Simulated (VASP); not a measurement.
# Nb (Im-3m) in VASP: single point with PBE

Aim: the single point of Nb with PBE.

All numbers are computed with VASP 6.6.1; they aren't measurements. Logs are shortened: lines on timing, memory, paths and dates and some standing lists are left out, and cuts for length are marked.

## Step 1: The cell of the first run

It takes space group Im-3m (No. 229, cubic). The conventional cell has a = 3.538 Å, b = 3.538 Å, c = 3.538 Å, α = 90.00°, β = 90.00°, γ = 90.00°. Nb (site symmetry m-3m) has 14 Nb at 3.06 to 3.54 Å within 4.0 Å.

## Step 2: Single point, PBE (Ag replaced by Nb, lengths x 1.079, strained)

File INCAR:

```
PREC     = Accurate       # precision mode
ENCUT    = 520            # plane-wave cutoff, eV
EDIFF    = 1E-7           # SCF threshold, eV
ISMEAR   = 0              # smearing method
SIGMA    = 0.1            # smearing width, eV
LREAL    = F              # projectors in reciprocal space
LASPH    = T              # aspherical terms in the spheres
NELM     = 60             # most SCF steps
ALGO     = Normal         # electronic algorithm
ISIF     = 2              # what is computed and relaxed
LWAVE    = F              # write WAVECAR
LCHARG   = T              # write CHGCAR
GGA      = PE             # functional
LELF     = T              # ELF
LVHAR    = T            
NBANDS   = 12             # bands
```

File KPOINTS:

```
Automatic mesh
0
Gamma
  16 16 16
```

File POSCAR:

```
Nb
1.0
   -1.7691966504      1.7691966504      1.7691966504
    1.7691966504     -1.7691966504      1.7691966504
    1.7691966504      1.7691966504     -1.7691966504
Nb
1
Direct
    0.0000000000      0.0000000000      0.0000000000
```

Potentials or basis: VASP PAW PBE potentials, release 64 (Nb_sv).

Run with:

```console
$ cat potpaw_PBE.64/Nb_sv/POTCAR > POTCAR
$ mpirun -np 1 vasp_std > vasp.out
```

OUTCAR:

```text
PREC = Accurate
   ENCUT = 520
   EDIFF = 1E-7
   ISMEAR = 0
   LREAL = F
   LASPH = T
   NELM = 60
   ISIF = 2
   GGA = PE

 ion  position               nearest neighbor table
   1  0.000  0.000  0.000-

  LATTYP: Found a body centered cubic cell.
 ALAT       =     3.5383933008

  Lattice vectors:

 A1 = (  -1.7691966504,   1.7691966504,   1.7691966504)
 A2 = (   1.7691966504,  -1.7691966504,   1.7691966504)
 A3 = (   1.7691966504,   1.7691966504,  -1.7691966504)

Analysis of symmetry for initial positions (statically):
=====================================================================
 Subroutine PRICEL returns:
 Original cell was already a primitive cell.

 Routine SETGRP: Setting up the symmetry group for a
 body centered cubic supercell.

 Subroutine GETGRP returns: Found 48 space group operations
 (whereof 48 operations were pure point group operations)
 out of a pool of 48 trial point group operations.

The static configuration has the point symmetry O_h .

Analysis of symmetry for dynamics (positions and initial velocities):
=====================================================================
 Subroutine PRICEL returns:
 Original cell was already a primitive cell.

 Routine SETGRP: Setting up the symmetry group for a
 body centered cubic supercell.

 Subroutine GETGRP returns: Found 48 space group operations
 (whereof 48 operations were pure point group operations)
 out of a pool of 48 trial point group operations.

The dynamic configuration has the point symmetry O_h .

 Subroutine INISYM returns: Found 48 space group operations
 (whereof 48 operations are pure point group operations),
 and found     1 'primitive' translations

----------------------------------------------------------------------------------------

                                     Primitive cell

  volume of cell :      22.1507

  direct lattice vectors                    reciprocal lattice vectors
    -1.769196650  1.769196650  1.769196650     0.000000000  0.282614146  0.282614146
     1.769196650 -1.769196650  1.769196650     0.282614146  0.000000000  0.282614146
     1.769196650  1.769196650 -1.769196650     0.282614146  0.282614146  0.000000000

  length of vectors
     3.064338487  3.064338487  3.064338487     0.399676758  0.399676758  0.399676758

  position of ions in fractional coordinates (direct lattice)
     0.000000000  0.000000000  0.000000000

  ion indices of the primitive-cell ions
   primitive index   ion index
                 1           1

[... 72 lines left out ...]
   LREAL  =      F    real-space projection
   EDIFFG = 0.1E-05   stopping-criterion for IOM
   NSW    =      0    number of steps for IOM
   IBRION =     -1    ionic relax: 0-MD 1-quasi-New 2-CG
   NFREE  =      0    steps in history (QN), initial steepest desc. (CG)
   ISIF   =      2    stress and relaxation
   ISYM   =      2    0-nonsym 1-usesym 2-fastsym
   POTIM  = 0.5000    time-step for ionic-motion
   TEBEG  =    0.0;   TEEND  =   0.0 temperature during run
   PSTRESS=    0.0 pullay stress
   NELECT =      13.0000    total number of electrons
   NUPDOWN=      -1.0000    fix difference up-down
   EMIN   =  10.00;   EMAX   =-10.00  energy-range for DOS
   EFERMI =   0.00;   METHOD = LEGACY
   ISMEAR =     0;   SIGMA  =   0.10  broadening in eV -4-tet -1-fermi 0-gaus
   EFERMI_NEDOS =   21; number of points for ismear=-14 and -15
   IALGO  =     38    algorithm
   IMIX   =      4    mixing-type and parameters
     AMIX     =   0.40;   BMIX     =  1.00
     AMIX_MAG =   1.60;   BMIX_MAG =  1.00
  volume/ion in A,a.u.               =      22.15       149.48
  Fermi-wavevector in a.u.,A,eV,Ry     =   1.370650  2.590153 25.561005  1.878681
  Thomas-Fermi vector in A             =   2.496417
   LORBIT       =      0    0 simple, 1 ext, 2 COOP (PROOUT), +10 PAW based schemes
   GGA     = PE    functional components
   LHFCALC =     F    Hartree Fock is set to
   AEXX    =    0.0000 exact exchange contribution
   IVDW    =     0    specifies the selected vdW correction
   LEPSILON=     F    determine dielectric tensor
   LRPA    =     F    only Hartree local field effects (RPA)
 non-spin polarized calculation
 Gauss-broadening in eV      SIGMA  =   0.10
  energy-cutoff  :      520.00
  volume of cell :       22.15
 maximum number of plane-waves:       611
   NGX = 11   NGY = 11   NGZ = 11

 number of electron      13.0000000 magnetization

 Free energy of the ion-electron system (eV)
  ---------------------------------------------------
  ext. energy  EPLUGINS =         0.00000000
  ---------------------------------------------------
  free energy    TOTEN  =        -9.87165515 eV

  energy without entropy =       -9.86099576  energy(sigma->0) =       -9.86632546

 E-fermi :   8.5441     XC(G=0): -11.4680

 val. band max:        8.5438337548   @ k =   0.3125   0.1250   0.0000
 cond. band min:       8.5628043903   @ k =   0.0625   0.0625   0.0625
 fundamental gap:      0.0189706355
 Fermi energy:         8.5440755259

 k-point     1 :       0.0000    0.0000    0.0000
  band No.  band energies     occupation
      1     -46.1859      2.00000
      2     -21.8013      2.00000
      3     -21.8013      2.00000
      4     -21.8013      2.00000
      5       3.0661      2.00000
      6       8.9058      0.00000
      7       8.9058      0.00000
      8       8.9058      0.00000
      9      11.1819      0.00000
     10      11.1819      0.00000
     11      22.1185      0.00000
     12      22.1185      0.00000
[... 331 lines left out ...]
 k-point    24 :       0.2500    0.1875    0.0000
  band No.  band energies     occupation
      1     -46.0946      2.00000
      2     -22.3433      2.00000
      3     -22.0258      2.00000
      4     -21.8598      2.00000
      5       6.1279      2.00000
      6       7.6229      2.00000
      7       8.1158      2.00000
      8      10.7397      0.00000
      9      11.6710      0.00000
     10      13.0780      0.00000
     11      19.4258      0.00000
     12      20.9646      0.00000

 [... further k-points ...]
[... 5 lines left out ...]
  --------------------------------------------------------------------------------------
  -------------------------------------------------------------------------------------
  Total       -3.2378275     -3.2378275     -3.2378275      0.0000000     -0.0000000      0.0000000
  in kB     -234.1941135   -234.1941135   -234.1941135      0.0000000     -0.0000000      0.0000000
  external PRESSURE =    -234.1941135 kB  Pullay stress =       0.0000000 kB

 VOLUME and BASIS-vectors are now :
 -----------------------------------------------------------------------------
  energy-cutoff  :      520.00
  volume of cell :       22.15
      direct lattice vectors                 reciprocal lattice vectors
    -1.769196650  1.769196650  1.769196650     0.000000000  0.282614146  0.282614146
     1.769196650 -1.769196650  1.769196650     0.282614146  0.000000000  0.282614146
     1.769196650  1.769196650 -1.769196650     0.282614146  0.282614146  0.000000000

 POSITION                                       TOTAL-FORCE (eV/Angst)
 -----------------------------------------------------------------------------------
      0.00000      0.00000      0.00000         0.000000      0.000000      0.000000
 -----------------------------------------------------------------------------------
    total drift:                                0.000000      0.000000      0.000000

  FREE ENERGIE OF THE ION-ELECTRON SYSTEM (eV)
  ---------------------------------------------------
  free  energy   TOTEN  =        -9.8716551501 eV

  energy  without entropy=       -9.8609957613  energy(sigma->0) =       -9.86632546
```

OSZICAR:

```text
N       E                     dE             d eps       ncg     rms          rms(c)
DAV:   1     0.114241131876E+03    0.11424E+03   -0.71608E+03  3488   0.105E+03
DAV:   2    -0.553294908008E+01   -0.11977E+03   -0.11595E+03  3900   0.378E+02
DAV:   3    -0.101598154522E+02   -0.46269E+01   -0.44173E+01  5096   0.638E+01
DAV:   4    -0.104884063476E+02   -0.32859E+00   -0.32566E+00  5044   0.154E+01
DAV:   5    -0.104968076212E+02   -0.84013E-02   -0.83979E-02  5084   0.209E+00    0.556E+00
DAV:   6    -0.992612587042E+01    0.57068E+00   -0.86031E-01  5524   0.111E+01    0.183E+00
DAV:   7    -0.986853817370E+01    0.57588E-01   -0.19043E-01  5756   0.506E+00    0.964E-01
DAV:   8    -0.987169419841E+01   -0.31560E-02   -0.11701E-02  4324   0.141E+00    0.859E-02
DAV:   9    -0.987165179555E+01    0.42403E-04   -0.11410E-03  5892   0.398E-01    0.223E-02
DAV:  10    -0.987165888056E+01   -0.70850E-05   -0.17030E-05  4268   0.523E-02    0.769E-03
DAV:  11    -0.987165514786E+01    0.37327E-05   -0.29093E-06  5532   0.209E-02    0.208E-03
DAV:  12    -0.987165515015E+01   -0.22901E-08   -0.59694E-08  2996   0.383E-03
   1 F= -.98716552E+01 E0= -.98663255E+01  d E =-.106594E-01
```

It took 38 s on 1 thread of Intel Xeon 8259CL, shared host; peak memory 0.16 GiB.

What came out:

```yaml
Free_energy: -9.8717 eV
Pressure: -23.4 GPa
```

Levels at points of the mesh, in eV from the Fermi level:
| k point | band 3 | band 4 | band 5 | band 6 | band 7 | band 8 | band 9 | band 10 |
| --- | --- | --- | --- | --- | --- | --- | --- | --- |
| (0.00, 0.00, 0.00) | -30.35 | -30.35 | -5.48 | 0.36 | 0.36 | 0.36 | 2.64 | 2.64 |
| (0.50, 0.00, 0.00) | -30.57 | -30.35 | -2.97 | -1.17 | 1.49 | 2.58 | 3.10 | 4.83 |
| (0.50, 0.50, 0.50) | -30.83 | -30.83 | -2.70 | -2.70 | 4.28 | 4.28 | 4.28 | 7.49 |

Caveat: the cell differs from its parent crystal (Ag replaced by Nb, lengths x 1.079, strained).
